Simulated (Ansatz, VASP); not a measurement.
**One calculation of InSe2, two programs**

File INCAR:

```
  PREC = Accurate
  ENCUT = 520
  EDIFF = 1E-7
  ISMEAR = 0
  SIGMA = 0.15
  LREAL = F
  LASPH = T
  NELM = 100
  ALGO = Normal
  ISIF = 2
  LWAVE = F
  LCHARG = F
  GGA = PE
  NBANDS = 34
```

KPOINTS

```
regular mesh
0
Gamma
  12 12 5
```

POSCAR

```
InSe2
1.0
   -3.8873932860      0.0000000000      0.0000000000
    0.0000000000     -3.8873932860      0.0000000000
    0.0000000000      0.0000000000     10.2325349326
In Se
2 4
Direct
    0.0000000000      0.5000000000      0.5282469554
    0.5000000000      0.0000000000      0.1409725121
    0.0000000000      0.5000000000      0.2069556044
    0.5000000000      0.0000000000      0.4622638631
    1.0000000000      0.0000000000      0.8101778601
    0.5000000000      0.5000000000      0.8101778601
```

Input for Ansatz:

```yaml
crystal:
  lattice:
    - [-3.887393286, 0.0, 0.0]
    - [0.0, -3.887393286, 0.0]
    - [0.0, 0.0, 10.2325349326]
  atoms:
    - { symbol: In, position: [0.0, 0.5, 0.5282469554] }
    - { symbol: In, position: [0.5, 0.0, 0.1409725121] }
    - { symbol: Se, position: [0.0, 0.5, 0.2069556044] }
    - { symbol: Se, position: [0.5, 0.0, 0.4622638631] }
    - { symbol: Se, position: [1.0, 0.0, 0.8101778601] }
    - { symbol: Se, position: [0.5, 0.5, 0.8101778601] }
basis:
  ecutwfc: 420
kpoints:
  mp_grid: { grid: [12, 12, 5] }
hamiltonian:
  xc: pbe
scf:
  occupations: { method: gaussian, width: 0.15 }
output:
  forces: true
  stress: true
  eigenvalues: true
```

Alike in both runs: task single point; functional PBE; k mesh 12 × 12 × 5; occupations gaussian, width 0.15 eV; no spin polarisation.

|  | VASP | Ansatz |
| --- | --- | --- |
| version | VASP 6.6.1 | Ansatz 0.2.0 |
| potentials or method | VASP PAW PBE potentials, release 64 (In_d, Se), cutoff 520 eV | scalar-relativistic, plane waves, PAW |
| valence electrons in the cell | 50 | 90 |

|  | VASP | Ansatz | Ansatz less VASP |
| --- | --- | --- | --- |
| gap on the k mesh at the Fermi level (eV) | none | none | - |
| pressure (GPa) | -0.5 | -0.5 | -0.02 |
| traceless stress, the component that is largest in VASP (GPa) | -0.94 | -0.92 | +0.019 |
| rms of the force components (eV/Å) | 0.111 | 0.111 | +0.0002 |

Atom by atom the forces differ by 0.000 eV/Å (rms over components). A gap of «none» marks a metal or a gap that the smearing closes. The functional is the same, so the differences come from potentials, cutoffs and numerics. VASP's potentials hold 50 valence electrons a cell and Ansatz's 90, so a difference there can come from the potentials and not from the codes.
